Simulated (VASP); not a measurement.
Mo:

```xyz
1
Lattice="2.7355 0.0000 0.0000 -1.3678 2.3690 0.0000 0.0000 0.0000 2.5552" Properties=species:S:1:pos:R:3 pbc="T T T"
Mo    0.0000    0.0000    1.2776
```

| Quantity | Value |
| --- | --- |
| Program | VASP 6.6.1 |
| Task | relaxation of cell and atoms |
| Functional | LDA |
| Potentials or basis | VASP PAW LDA potentials, release 64 (Mo_sv) |
| Cutoff | 600 eV |
| k mesh | 14 × 14 × 13 |
| Occupations | gaussian, width 0.1 eV |
| Spin | no spin polarisation |

At the start: pressure -6.9 GPa; volume 16.56 Å³/atom.

Task: Where does the relaxation end?

Result: Over 6 steps the energy falls by 14.4 meV/atom and the volume is 16.05 Å³/atom (-3.1 %); space group P6/mmm (No. 191, to 0.05 Å).

The path:
| step | energy change (eV) | largest force (eV/Å) | pressure (GPa) | volume (Å³) |
| --- | --- | --- | --- | --- |
| 1 | 0.0000 | 0.0000 | -6.85 | 16.56 |
| 2 | 0.0529 | 0.0000 | 19.84 | 14.92 |
| 3 | -0.0134 | 0.0000 | 0.36 | 16.03 |
| 4 | -0.0134 | 0.0000 | 0.48 | 16.02 |
| 5 | -0.0143 | 0.0000 | -0.25 | 16.06 |
| 6 | -0.0144 | 0.0000 | -0.08 | 16.05 |

Final structure:
```
Mo
1.0
     2.72390    0.00000    0.00000
    -1.36195    2.35897    0.00000
     0.00000    0.00000    2.49812
Mo
1
Cartesian
  0.0000 0.0000 1.2491
```
